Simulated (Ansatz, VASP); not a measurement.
**BaTiO3 in VASP and in Ansatz**

```
CELL_PARAMETERS angstrom
-2.86290 -1.65289 -2.35635
0.00000 3.30579 -2.35635
5.72579 -3.30579 -4.71270
ATOMIC_POSITIONS crystal
Ba 0.99499 0.99499 0.99749
Ba 0.99499 0.99499 0.49749
Ti 0.48083 0.48083 0.74042
Ti 0.48083 0.48083 0.24042
O 0.51163 0.02221 0.75582
O 0.51163 0.02221 0.25582
O 0.51163 0.51163 0.51110
O 0.51163 0.51163 0.01110
O 0.02221 0.51163 0.75582
O 0.02221 0.51163 0.25582
```

Alike in both runs: task single point; functional PBE; k mesh 4 × 4 × 2; occupations gaussian, width 0.1 eV; no spin polarisation.

|  | VASP | Ansatz |
| --- | --- | --- |
| version | VASP 6.6.1 | Ansatz 0.2.0 |
| potentials or method | VASP PAW PBE potentials, release 64 (Ba_sv, Ti_sv, O_h), cutoff 1340 eV | scalar-relativistic, plane waves, PAW |
| valence electrons in the cell | 80 | 80 |

Ansatz gave:

```
gap on the k mesh at the Fermi level (eV)                     : 2.63
least direct gap on the mesh (eV)                             : 2.83
pressure (GPa)                                                : 0.0
traceless stress, the component that is largest in VASP (GPa) : -0.02
rms of the force components (eV/Å)                            : 0.012
```

Problem. Estimate VASP's values.

Solution. gap on the k mesh at the Fermi level (eV): 2.59; least direct gap on the mesh (eV): 2.83; pressure (GPa): 1.4; traceless stress, the component that is largest in VASP (GPa): -0.05; rms of the force components (eV/Å): 0.018.

Atom by atom the forces differ by 0.024 eV/Å (rms over components).

Spin-orbit coupling is off throughout.
